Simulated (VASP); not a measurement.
# AlGa3As4 (P-4m2) in VASP: further runs

Runs on AlGa3As4. Level: PBE. Tasks: single point, relaxation of cell and atoms.

Program: VASP 6.6.1. These are calculated values, not measurements. Logs are shortened: lines on timing, memory, paths and dates and some standing lists are left out, and cuts for length are marked.

## (1) The cell of the first run

Symmetry: P-4m2, No. 115, tetragonal system. Conventional cell: a = 3.892 Å, b = 3.892 Å, c = 11.008 Å, α = 90.00°, β = 90.00°, γ = 90.00°. Al (site symmetry -4m2) has 4 As at 2.38 Å within 3.1 Å. Ga (site symmetry 2mm) has 4 As at 2.38 Å within 3.1 Å. Ga (site symmetry -4m2) has 4 As at 2.38 Å within 3.1 Å. Within 3.1 Å of As (site symmetry 2mm) lie 2 Al at 2.38 Å and 2 Ga at 2.38 Å. Within 3.1 Å of As (site symmetry 2mm) lie 4 Ga at 2.38 Å.

## (2) Single point, PBE

INCAR reads:

```
PREC = Accurate
ENCUT = 520
EDIFF = 1E-7
ISMEAR = 0
SIGMA = 0.1
LREAL = F
LASPH = T
NELM = 100
ALGO = Normal
ISIF = 2
LWAVE = F
LCHARG = F
GGA = PE
NBANDS = 41
```

KPOINTS reads:

```
regular mesh
0
Gamma
  4 4 2
```

POSCAR reads:

```
AlGa3As4
1.0
    3.8919921500      0.0000000000      0.0000000000
    0.0000000000      3.8919921500      0.0000000000
    0.0000000000      0.0000000000     11.0082161600
Al Ga As
1 3 4
Direct
    0.0000000000      0.0000000000      0.0000000000
    0.5000000000      0.5000000000      0.2500000000
    0.0000000000      0.0000000000      0.5000000000
    0.5000000000      0.5000000000      0.7500000000
    0.5000000000      0.0000000000      0.1250000000
    0.0000000000      0.5000000000      0.3750000000
    0.5000000000      0.0000000000      0.6250000000
    0.0000000000      0.5000000000      0.8750000000
```

Potentials or basis: VASP PAW PBE potentials, release 64 (Al, Ga_d, As).

On the command line:

```
$ cat potpaw_PBE.64/Al/POTCAR potpaw_PBE.64/Ga_d/POTCAR potpaw_PBE.64/As/POTCAR > POTCAR
$ mpirun -np 1 vasp_std > vasp.out
```

OUTCAR:

```text
PREC = Accurate
   ENCUT = 520
   EDIFF = 1E-7
   ISMEAR = 0
   LREAL = F
   LASPH = T
   NELM = 100
   ISIF = 2
   GGA = PE

 ion  position               nearest neighbor table
   1  0.000  0.000  0.000-   5 2.38   8 2.38   8 2.38   5 2.38
   2  0.500  0.500  0.250-   5 2.38   6 2.38   5 2.38   6 2.38
   3  0.000  0.000  0.500-   6 2.38   7 2.38   6 2.38   7 2.38
   4  0.500  0.500  0.750-   7 2.38   8 2.38   7 2.38   8 2.38
   5  0.500  0.000  0.125-   1 2.38   2 2.38   2 2.38   1 2.38
   6  0.000  0.500  0.375-   2 2.38   3 2.38   3 2.38   2 2.38
   7  0.500  0.000  0.625-   3 2.38   4 2.38   4 2.38   3 2.38
   8  0.000  0.500  0.875-   1 2.38   4 2.38   1 2.38   4 2.38

  LATTYP: Found a simple tetragonal cell.
 ALAT       =     3.8919921500
 C/A-ratio  =     2.8284271231

  Lattice vectors:

 A1 = (   3.8919921500,   0.0000000000,   0.0000000000)
 A2 = (   0.0000000000,   3.8919921500,   0.0000000000)
 A3 = (   0.0000000000,   0.0000000000,  11.0082161600)

Analysis of symmetry for initial positions (statically):
=====================================================================
 Subroutine PRICEL returns:
 Original cell was already a primitive cell.

 Routine SETGRP: Setting up the symmetry group for a
 simple tetragonal supercell.

 Subroutine GETGRP returns: Found  8 space group operations
 (whereof  8 operations were pure point group operations)
 out of a pool of 16 trial point group operations.

The static configuration has the point symmetry D_2d.

Analysis of symmetry for dynamics (positions and initial velocities):
=====================================================================
 Subroutine PRICEL returns:
 Original cell was already a primitive cell.

 Routine SETGRP: Setting up the symmetry group for a
 simple tetragonal supercell.

 Subroutine GETGRP returns: Found  8 space group operations
 (whereof  8 operations were pure point group operations)
 out of a pool of 16 trial point group operations.

The dynamic configuration has the point symmetry D_2d.

 Subroutine INISYM returns: Found  8 space group operations
 (whereof  8 operations are pure point group operations),
 and found     1 'primitive' translations

----------------------------------------------------------------------------------------

                                     Primitive cell

  volume of cell :     166.7481

  direct lattice vectors                    reciprocal lattice vectors
     3.891992150  0.000000000  0.000000000     0.256937826  0.000000000  0.000000000
     0.000000000  3.891992150  0.000000000     0.000000000  0.256937826  0.000000000
     0.000000000  0.000000000 11.008216160     0.000000000  0.000000000  0.090841239

  length of vectors
     3.891992150  3.891992150 11.008216160     0.256937826  0.256937826  0.090841239

  position of ions in fractional coordinates (direct lattice)
     0.000000000  0.000000000  0.000000000
     0.500000000  0.500000000  0.250000000
     0.000000000  0.000000000  0.500000000
     0.500000000  0.500000000  0.750000000
     0.500000000  0.000000000  0.125000000
     0.000000000  0.500000000  0.375000000
     0.500000000  0.000000000  0.625000000
     0.000000000  0.500000000  0.875000000

  ion indices of the primitive-cell ions
   primitive index   ion index
                 1           1
                 2           2
                 3           3
                 4           4
                 5           5
                 6           6
                 7           7
                 8           8

----------------------------------------------------------------------------------------

 KPOINTS: regular mesh

Automatic generation of k-mesh.
 Grid dimensions read from file:
 generate k-points for:    4    4    2

 Generating k-lattice:

  Cartesian coordinates                     Fractional coordinates (reciprocal lattice)
     0.064234456  0.000000000  0.000000000     0.250000000  0.000000000  0.000000000
     0.000000000  0.064234456  0.000000000     0.000000000  0.250000000  0.000000000
     0.000000000  0.000000000  0.045420620     0.000000000  0.000000000  0.500000000

  Length of vectors
     0.064234456  0.064234456  0.045420620

  Shift w.r.t. Gamma in fractional coordinates (k-lattice)
     0.000000000  0.000000000  0.000000000

 Subroutine IBZKPT returns following result:
 ===========================================

 Found     12 irreducible k-points:

 Following reciprocal coordinates:
            Coordinates               Weight
  0.000000  0.000000  0.000000      1.000000
  0.250000  0.000000  0.000000      4.000000
  0.500000  0.000000  0.000000      2.000000
  0.250000  0.250000  0.000000      4.000000
  0.500000  0.250000  0.000000      4.000000
  0.500000  0.500000  0.000000      1.000000
  0.000000  0.000000  0.500000      1.000000
  0.250000  0.000000  0.500000      4.000000
  0.500000  0.000000  0.500000      2.000000
  0.250000  0.250000  0.500000      4.000000
[... 109 lines left out ...]
     40      10.5743      0.00000
     41      10.6371      0.00000

 k-point     4 :       0.2500    0.2500    0.0000
  band No.  band energies     occupation
      1     -10.2704      2.00000
      2     -10.2542      2.00000
      3     -10.2010      2.00000
      4     -10.1949      2.00000
      5     -10.1322      2.00000
      6     -10.1305      2.00000
[... 33 lines left out ...]
     40      10.5911      0.00000
     41      10.7432      0.00000

 k-point     5 :       0.5000    0.2500    0.0000
  band No.  band energies     occupation
      1     -10.2765      2.00000
      2     -10.2727      2.00000
      3     -10.2205      2.00000
      4     -10.1952      2.00000
      5     -10.1231      2.00000
      6     -10.1196      2.00000
[... 33 lines left out ...]
     40      11.1942      0.00000
     41      11.3955      0.00000

 k-point     6 :       0.5000    0.5000    0.0000
  band No.  band energies     occupation
      1     -10.2913      2.00000
      2     -10.2913      2.00000
      3     -10.2143      2.00000
      4     -10.2143      2.00000
      5     -10.1018      2.00000
      6     -10.0992      2.00000
[... 33 lines left out ...]
     40      10.4735      0.00000
     41      10.4847      0.00000

 k-point     7 :       0.0000    0.0000    0.5000
  band No.  band energies     occupation
      1     -10.2790      2.00000
      2     -10.2430      2.00000
      3     -10.1754      2.00000
      4     -10.1494      2.00000
      5     -10.1494      2.00000
      6     -10.1368      2.00000
[... 33 lines left out ...]
     40       9.5326      0.00000
     41       9.5352      0.00000

 k-point     8 :       0.2500    0.0000    0.5000
  band No.  band energies     occupation
      1     -10.2697      2.00000
      2     -10.2429      2.00000
      3     -10.1957      2.00000
      4     -10.1744      2.00000
      5     -10.1434      2.00000
      6     -10.1370      2.00000
[... 33 lines left out ...]
     40       9.7344      0.00000
     41       9.8313      0.00000

 k-point     9 :       0.5000    0.0000    0.5000
  band No.  band energies     occupation
      1     -10.2631      2.00000
      2     -10.2549      2.00000
      3     -10.2263      2.00000
      4     -10.1821      2.00000
      5     -10.1375      2.00000
      6     -10.1347      2.00000
[... 33 lines left out ...]
     40       9.6403      0.00000
     41       9.7923      0.00000

 k-point    10 :       0.2500    0.2500    0.5000
  band No.  band energies     occupation
      1     -10.2711      2.00000
      2     -10.2532      2.00000
      3     -10.1982      2.00000
      4     -10.1979      2.00000
      5     -10.1320      2.00000
      6     -10.1307      2.00000
[... 33 lines left out ...]
     40      10.1832      0.00000
     41      10.2443      0.00000

 k-point    11 :       0.5000    0.2500    0.5000
  band No.  band energies     occupation
      1     -10.2766      2.00000
      2     -10.2727      2.00000
      3     -10.2202      2.00000
      4     -10.1951      2.00000
      5     -10.1230      2.00000
      6     -10.1197      2.00000
[... 33 lines left out ...]
     40      11.0421      0.00000
     41      11.1208      0.00000

 k-point    12 :       0.5000    0.5000    0.5000
  band No.  band energies     occupation
      1     -10.2914      2.00000
      2     -10.2914      2.00000
      3     -10.2140      2.00000
      4     -10.2140      2.00000
      5     -10.1018      2.00000
      6     -10.0992      2.00000
[... 33 lines left out ...]
     40      13.1275      0.00000
     41      13.1308      0.00000

------------------------ aborting loop because EDIFF is reached ----------------------------------------

  FORCE on cell =-STRESS in cart. coord.  units (eV):
  Direction    XX          YY          ZZ          XY          YZ          ZX
  --------------------------------------------------------------------------------------
  -------------------------------------------------------------------------------------
  Total       11.8206534     11.8206534     10.5369766      0.0000000      0.0000000     -0.0000000
  in kB      113.5772128    113.5772128    101.2431707      0.0000000      0.0000000     -0.0000000
  external PRESSURE =     109.4658655 kB  Pullay stress =       0.0000000 kB

 VOLUME and BASIS-vectors are now :
 -----------------------------------------------------------------------------
  energy-cutoff  :      520.00
  volume of cell :      166.75
      direct lattice vectors                 reciprocal lattice vectors
     3.891992150  0.000000000  0.000000000     0.256937826  0.000000000  0.000000000
     0.000000000  3.891992150  0.000000000     0.000000000  0.256937826  0.000000000
     0.000000000  0.000000000 11.008216160     0.000000000  0.000000000  0.090841239

 POSITION                                       TOTAL-FORCE (eV/Angst)
 -----------------------------------------------------------------------------------
      0.00000      0.00000      0.00000         0.000000     -0.000000      0.000000
      1.94600      1.94600      2.75205        -0.000000      0.000000      0.040678
      0.00000      0.00000      5.50411         0.000000     -0.000000      0.000000
      1.94600      1.94600      8.25616         0.000000      0.000000     -0.040678
      1.94600      0.00000      1.37603         0.000000     -0.000000     -0.115757
      0.00000      1.94600      4.12808         0.000000     -0.000000      0.014953
      1.94600      0.00000      6.88014         0.000000     -0.000000     -0.014953
      0.00000      1.94600      9.63219         0.000000     -0.000000      0.115757
 -----------------------------------------------------------------------------------
    total drift:                                0.000000      0.000000      0.000000

  FREE ENERGIE OF THE ION-ELECTRON SYSTEM (eV)
  ---------------------------------------------------
  free  energy   TOTEN  =       -33.2769036879 eV

  energy  without entropy=      -33.2769036879  energy(sigma->0) =      -33.27690369
```

Wall time 2.8 min (1 thread of Intel Xeon 8259CL, shared host); peak memory 0.29 GiB.

Results:

```
Free energy            : -33.2769 eV
Pressure               : 10.9 GPa
Largest force          : 0.116 eV/Å
Band gap on the k mesh : 1.26 eV (least direct gap 1.29 eV)
```

Forces in eV/Å, atoms in the order of the input:
```
Al   0.000  0.000  0.000
Ga   0.000  0.000  0.041
Ga   0.000  0.000  0.000
Ga   0.000  0.000 -0.041
As   0.000  0.000 -0.116
As   0.000  0.000  0.015
As   0.000  0.000 -0.015
As   0.000  0.000  0.116
```

Stress tensor (GPa, compression positive):
```
11.36  0.00  0.00
 0.00 11.36  0.00
 0.00  0.00 10.12
```

Caveat: the cell stands under pressure.

## (3) Single point, PBE

This run uses another cell than the first one, of 23.54 Å³/atom.

INCAR reads:

```
SYSTEM = AlGa3As4
PREC     = Accurate       ! precision mode
ENCUT    = 520            ! plane-wave cutoff, eV
EDIFF    = 1E-6           ! SCF threshold, eV
ISMEAR   = 0              ! smearing method
SIGMA    = 0.1            ! smearing width, eV
LREAL    = .False.        ! projectors in reciprocal space
LASPH    = .True.         ! aspherical terms in the spheres
NELM     = 80             ! most SCF steps
ALGO     = Normal         ! electronic algorithm
ISIF     = 2              ! what is computed and relaxed
LWAVE    = .False.        ! write WAVECAR
LCHARG   = .False.        ! write CHGCAR
GGA      = PE             ! functional
NBANDS   = 41             ! bands
```

KPOINTS reads:

```
regular mesh
0
Gamma
  4 4 2
  0 0 0
```

POSCAR reads:

```
AlGa3As4
1.0
    4.0734993682      0.0000000000      0.0000000000
    0.0000000000      4.0734993682      0.0000000000
    0.0000000000      0.0000000000     11.3510088200
Al Ga As
1 3 4
Direct
    0.0000000000      0.0000000000      0.0000000000
    0.5000000000      0.5000000000      0.2496571253
    0.0000000000      0.0000000000      0.5000000000
    0.5000000000      0.5000000000      0.7503428747
    0.5000000000      0.0000000000      0.1238749123
    0.0000000000      0.5000000000      0.3748861646
    0.5000000000      0.0000000000      0.6251138354
    0.0000000000      0.5000000000      0.8761250877
```

Potentials or basis: VASP PAW PBE potentials, release 64 (Al, Ga_d, As).

On the command line:

```
$ cat potpaw_PBE.64/Al/POTCAR potpaw_PBE.64/Ga_d/POTCAR potpaw_PBE.64/As/POTCAR > POTCAR
$ mpirun -np 1 vasp_std > vasp.out
```

Wall time 2.7 min (1 thread of Intel Xeon 8259CL, shared host); peak memory 0.3 GiB.

It converged, with:

| Property | Result |
| --- | --- |
| Free energy | -33.9834 eV |
| Pressure | 0.5 GPa |
| Largest force | 0.005 eV/Å |
| Band gap on the k mesh | 0.53 eV |

Forces on the atoms (eV/Å):
```
Al   0.000  0.000  0.000
Ga   0.000  0.000  0.005
Ga   0.000  0.000  0.000
Ga   0.000  0.000 -0.005
As   0.000  0.000 -0.003
As   0.000  0.000 -0.001
As   0.000  0.000  0.001
As   0.000  0.000  0.003
```

Stress tensor (GPa, compression positive):
```
0.55 0.00 0.00
0.00 0.55 0.00
0.00 0.00 0.39
```

Levels at points of the mesh, in eV from the valence-band top:
```csv
k point,band 29,band 30,band 31,band 32,band 33,band 34
"(0.00, 0.00, 0.00)",-0.05,-0.05,0.00,0.53,1.44,1.69
"(0.50, 0.00, 0.00)",-1.06,-1.01,-0.96,0.90,1.31,2.65
"(0.50, 0.50, 0.00)",-2.43,-2.42,-2.41,1.51,1.51,1.58
"(0.00, 0.00, 0.50)",-0.72,-0.56,-0.56,1.35,1.56,2.10
"(0.50, 0.00, 0.50)",-1.12,-1.09,-1.09,1.95,2.01,2.04
"(0.50, 0.50, 0.50)",-2.80,-2.77,-2.77,2.46,2.46,2.58
```

A k mesh can miss the band edges.

## (4) Relaxation of cell and atoms, PBE

INCAR reads:

```
SYSTEM = AlGa3As4
PREC = Accurate ; ENCUT = 600
EDIFF = 1E-7 ; ISMEAR = 0
SIGMA = 0.1 ; LREAL = .FALSE.
LASPH = .TRUE. ; NELM = 60
ALGO = Normal ; ISIF = 3
LWAVE = .FALSE. ; LCHARG = .FALSE.
GGA = PE ; IBRION = 2
NSW = 90 ; EDIFFG = -0.04
```

KPOINTS reads:

```
Automatic mesh
0
G
  4 4 2
  0 0 0
```

POSCAR reads:

```
AlGa3As4
1.0
    3.8919921500      0.0000000000      0.0000000000
    0.0000000000      3.8919921500      0.0000000000
    0.0000000000      0.0000000000     11.0082161600
Al Ga As
1 3 4
Direct
    0.0000000000      0.0000000000      0.0000000000
    0.5000000000      0.5000000000      0.2500000000
    0.0000000000      0.0000000000      0.5000000000
    0.5000000000      0.5000000000      0.7500000000
    0.5000000000      0.0000000000      0.1250000000
    0.0000000000      0.5000000000      0.3750000000
    0.5000000000      0.0000000000      0.6250000000
    0.0000000000      0.5000000000      0.8750000000
```

On the command line:

```
$ cat potpaw_PBE.64/Al/POTCAR potpaw_PBE.64/Ga_d/POTCAR potpaw_PBE.64/As/POTCAR > POTCAR
$ mpirun -np 1 vasp_std > vasp.out
```

Run time: 12 min. Hardware: 1 thread of Intel Xeon 8259CL, shared host; peak memory 0.35 GiB.

The run converged. Its results:

```yaml
Free_energy: -33.9830 eV
Relaxed_volume: 23.79 Å³/atom
Relaxed_cell: a = 4.089 Å, b = 4.089 Å, c = 11.379 Å, α = 90.00°, β = 90.00°, γ = 90.00°
Space_group_after_relaxing_to_0.1_Å: P-4m2 (No. 115)
Energy_gained_by_relaxing: 88.3 meV/atom
Ionic_steps: 6
Pressure_after_relaxing: -0.2 GPa
Largest_force_after_relaxing: 0.035 eV/Å
Band_gap_on_the_k_mesh: 0.45 eV
```

Forces on the atoms (eV/Å):
```
Al   0.000  0.000  0.000
Ga   0.000  0.000 -0.035
Ga   0.000  0.000  0.000
Ga   0.000  0.000  0.035
As   0.000  0.000  0.007
As   0.000  0.000 -0.004
As   0.000  0.000  0.004
As   0.000  0.000 -0.007
```

The path:
| step | energy change (eV) | largest force (eV/Å) | pressure (GPa) | volume (Å³) |
| --- | --- | --- | --- | --- |
| 1 | 0.0000 | 0.1157 | 10.93 | 166.75 |
| 2 | -0.5401 | 0.0576 | -3.47 | 203.46 |
| 3 | -0.7028 | 0.0709 | -0.02 | 189.88 |
| 4 | -0.7025 | 0.0706 | -0.17 | 190.36 |
| 5 | -0.7050 | 0.0376 | -0.17 | 190.34 |
| 6 | -0.7065 | 0.0350 | -0.16 | 190.31 |

Final structure:
```
Al Ga As
1.0
     4.08946    0.00000    0.00000
     0.00000    4.08946    0.00000
     0.00000    0.00000   11.37938
Al Ga As
1 3 4
Direct
  0.00000 0.00000 0.00000
  0.50000 0.50000 0.25011
  0.00000 0.00000 0.50000
  0.50000 0.50000 0.74989
  0.50000 0.00000 0.12397
  0.00000 0.50000 0.37511
  0.50000 0.00000 0.62489
  0.00000 0.50000 0.87603
```

Levels at points of the mesh, in eV from the valence-band top:
```
           k point  band 28  band 29  band 30  band 31  band 32  band 33  band 34  band 35
(0.00, 0.00, 0.00)    -1.53    -0.06    -0.06     0.00     0.45     1.45     1.67     1.93
(0.50, 0.00, 0.00)    -1.09    -1.05    -0.99    -0.95     0.86     1.27     2.61     2.80
(0.50, 0.50, 0.00)    -2.40    -2.40    -2.39    -2.38     1.53     1.53     1.58     2.06
(0.00, 0.00, 0.50)    -0.71    -0.71    -0.57    -0.57     1.35     1.56     2.05     2.22
(0.50, 0.00, 0.50)    -1.22    -1.10    -1.10    -1.09     1.91     1.96     2.00     2.54
(0.50, 0.50, 0.50)    -2.77    -2.77    -2.74    -2.74     2.47     2.47     2.57     2.72
```

## (5) Summary

| task | cell | cutoff (eV) | gap on the mesh (eV) | pressure (GPa) | largest force (eV/Å) |
| --- | --- | --- | --- | --- | --- |
| single point | a = 3.892, b = 3.892, c = 11.008 Å, 8 atoms, atomic positions A | 520 | 1.26 | 10.9 | 0.12 |
| single point | a = 4.073, b = 4.073, c = 11.351 Å, 8 atoms, atomic positions B | 520 | 0.53 | 0.5 | 0.01 |
| relaxation of cell and atoms | relaxed from a = 3.892, b = 3.892, c = 11.008 Å, 8 atoms, atomic positions A | 600 | 0.45 | -0.2 | 0.03 |

Alike in all rows: level PBE; potentials or basis VASP PAW PBE potentials, release 64 (Al, Ga_d, As); no spin polarisation; k mesh 4 × 4 × 2; smearing gaussian 0.1 eV.

Caveats: the cell stands under pressure (at least some runs).

Absolute energies hang on the potentials; compare differences alone.
